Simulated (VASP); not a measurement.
Wanted: the native input for a VASP 6.6.1 run.

| Item | Value |
| --- | --- |
| Task | relaxation of cell and atoms |
| Functional | PBEsol |
| Potentials or basis | VASP PAW PBE potentials, release 64 (Mn_pv) |
| Cutoff | 600 eV |
| k mesh | 14 × 14 × 8 |
| Occupations | fermi-dirac, width 0.1 eV |
| Spin | no spin polarisation |
| Dipole correction | no |
| Further INCAR settings | ALGO = Normal; EDIFF = 1e-07; IBRION = 2; EDIFFG = -0.01; NSW = 80; ISIF = 3 |

The structure of Mn lies in POSCAR:

```
Mn
1.0
    2.5517868831      0.0000000000      0.0000000000
   -1.2758934415      2.2099122658      0.0000000000
    0.0000000000      0.0000000000      4.1670679801
Mn
2
Direct
    0.3333333333      0.6666666667      0.2500000000
    0.6666666667      0.3333333333      0.7500000000
```

This isn't the form of Mn at room conditions, which is a 58-atom cubic cell.

These files were run (other wordings do the same):

INCAR

```
SYSTEM = Mn
  PREC = Accurate
  ENCUT = 600
  EDIFF = 1E-7
  ISMEAR = -1
  SIGMA = 0.1
  LREAL = .FALSE.
  LASPH = .TRUE.
  NELM = 100
  ALGO = Normal
  ISIF = 3
  LWAVE = .FALSE.
  LCHARG = .FALSE.
  GGA = PS
  IBRION = 2
  NSW = 80
  EDIFFG = -0.01
```

KPOINTS

```
Automatic mesh
0
G
  14 14 8
  0 0 0
```

Potentials or basis: VASP PAW PBE potentials, release 64 (Mn_pv).

The run is started by

```bash
$ cat potpaw_PBE.64/Mn_pv/POTCAR > POTCAR
$ mpirun -np 1 vasp_std > vasp.out
```

It gave:

* Relaxed volume: 10.32 Å³/atom
* Relaxed cell: a = 2.453 Å, b = 2.453 Å, c = 3.961 Å, α = 90.00°, β = 90.00°, γ = 120.00°
* Space group after relaxing (to 0.1 Å): P6_3/mmc (No. 194)
* Energy gained by relaxing: 150.3 meV/atom
* Ionic steps: 9
* Pressure after relaxing: 0.0 GPa
* Band gap on the k mesh: zero (bands 13 and 14 overlap by 2.11 eV)

Caveat: the PAW data sets were made with another functional, which shifts forces and pressure a little; the run has no spin polarisation, though such a crystal can be magnetic.

Run time: 7.2 min on 1 thread of Intel Xeon 8259CL, on a shared host, peak memory 0.18 GiB.
